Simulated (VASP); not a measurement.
Runs of VASP 6.6.1 on TaN. The structure is that of space group P6_3mc (No. 186), or close to it. The cells are those of the table. 

```csv
cell,gap on the mesh (eV),pressure (GPa),largest force (eV/Å)
"a = 3.050, b = 3.050, c = 4.792 Å, angles 90.0, 90.0, 120.0°, 4 atoms",none,162.4,(b)
"a = 3.050, b = 3.050, c = 4.891 Å, angles 90.0, 90.0, 120.0°, 4 atoms",none,147.3,1.85
"a = 3.050, b = 3.050, c = 5.039 Å, angles 90.0, 90.0, 120.0°, 4 atoms",none,127.4,(a)
"a = 3.050, b = 3.050, c = 4.841 Å, angles 90.0, 90.0, 120.0°, 4 atoms",none,(d),1.28
"a = 3.050, b = 3.050, c = 5.138 Å, angles 90.0, 90.0, 120.0°, 4 atoms",none,115.9,3.98
"a = 3.050, b = 3.050, c = 5.088 Å, angles 90.0, 90.0, 120.0°, 4 atoms",none,(c),3.64
"a = 3.050, b = 3.050, c = 4.742 Å, angles 90.0, 90.0, 120.0°, 4 atoms",none,170.6,0.03
"a = 3.050, b = 3.050, c = 4.989 Å, angles 90.0, 90.0, 120.0°, 4 atoms",none,133.7,2.84
```

Alike in all rows: task single point; level PBE; potentials or basis VASP PAW PBE potentials, release 64 (Ta_pv, N); no spin polarisation; k mesh 18 × 18 × 10; cutoff (eV) 520; smearing gaussian 0.15 eV.

Question: Estimate the missing entries.

Answer: (a) 3.26; (b) 0.66; (c) 121.5; (d) 154.6.

Caveats: spin-orbit coupling is left out, which moves the levels of the heavy elements; forces of over 1 eV/Å act on the atoms, so gaps and moduli don't describe the material at rest (some runs).

A k mesh can miss the band edges, and the runs leave out spin-orbit coupling on Ta.

A gap of «none» marks levels without a gap at the run's occupations.
